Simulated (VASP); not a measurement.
**ZrC: single point with PBEsol**

The system is ZrC.

```
Zr C
1.0
     0.00000    2.38546    2.35021
     2.38546    0.00000    2.35021
     2.38546    2.38546    0.00000
Zr C
1 1
Direct
  0.50000 0.50000 0.50000
  0.00000 0.00000 0.00000
```

This cell differs from its parent crystal: strain +0.015 along x and y, +0.000 along z.

* Program: VASP 6.6.1
* Task: single point
* Functional: PBEsol
* Potentials or basis: VASP PAW PBE potentials, release 64 (Zr_sv, C)
* Cutoff: 520 eV
* k mesh: 18 × 18 × 18
* Occupations: gaussian, width 0.15 eV
* Spin: no spin polarisation
* Dipole correction: no
* Further INCAR settings: ALGO = Normal; EDIFF = 1e-07; NBANDS = 15

```
Pressure               : -10.2 GPa
Band gap on the k mesh : zero (band 8 reaches 10.15 eV, above the bottom of band 9 at 8.71 eV)
```

Stress tensor (GPa, compression positive):
```
-11.82   0.00   0.00
  0.00 -11.82   0.00
  0.00   0.00  -7.06
```

Levels at points of the mesh, in eV from the Fermi level:
```tsv
k point	band 6	band 7	band 8	band 9	band 10	band 11
(0.00, 0.00, 0.00)	0.91	0.91	0.99	0.99	0.99	1.14
(0.50, 0.00, 0.00)	-5.23	-2.86	-2.84	4.29	4.39	5.15
(0.50, 0.50, 0.00)	-2.01	-1.75	-0.02	-0.02	4.31	5.46
(0.50, 0.00, 0.50)	-2.16	-1.72	0.03	0.09	4.29	5.38
```

It took 89 s on 1 thread of Intel(R) Xeon(R) 6975P-C (Granite Rapids), on a shared host, peak memory 0.31 GiB.

Caveat: the cell differs from its parent crystal (strain +0.015 along x and y, +0.000 along z); the PAW data sets were made with another functional, which shifts forces and pressure a little.
